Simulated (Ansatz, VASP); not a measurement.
## CaZn2Re2 in VASP and in Ansatz

```
Zn Ca Re
1.0
     3.99106    0.00000    0.00000
    -1.99553    3.45636    0.00000
     0.00000    0.00000    6.70779
Zn Ca Re
2 1 2
Direct
  0.33330 0.66670 0.63070
  0.66670 0.33330 0.36930
  0.00000 0.00000 0.00000
  0.33330 0.66670 0.25710
  0.66670 0.33330 0.74290
```

Alike in both runs: task single point; functional PBEsol; k mesh 5 × 5 × 3; collinear spin.

```csv
,VASP,Ansatz
version,VASP 6.6.1,Ansatz 0.2.0
potentials or method,"VASP PAW PBE potentials, release 64 (Zn, Ca_sv, Re), cutoff 520 eV",PAW plane waves
occupations,"fermi-dirac, width 0.1 eV",fermi-dirac
valence electrons in the cell,48,64
```

```tsv
	VASP	Ansatz	Ansatz less VASP
gap on the k mesh at the Fermi level (eV)	none	none	-
pressure (GPa)	9.7	9.2	-0.44
traceless stress, the component that is largest in VASP (GPa)	-1.35	-1.33	+0.028
rms of the force components (eV/Å)	0.156	0.136	-0.0199
net moment per atom (μB)	0.72	0.72	+0.005
size of the moment on the site where the two differ most (μB)	1.63	1.19	-0.436
```

VASP's potentials were made for PBE, not for PBEsol. Site moments also hang on the region over which each program counts them. Atom by atom the forces differ by 0.021 eV/Å (rms over components). A gap of «none» marks a metal or a gap that the smearing closes. VASP's potentials hold 48 valence electrons a cell and Ansatz's 64, so a difference there can come from the potentials and not from the codes. Ansatz's warnings: structure snapped to symmetry.

The k mesh is coarse, so the values compare programs but aren't converged. Spin-orbit coupling is off throughout.
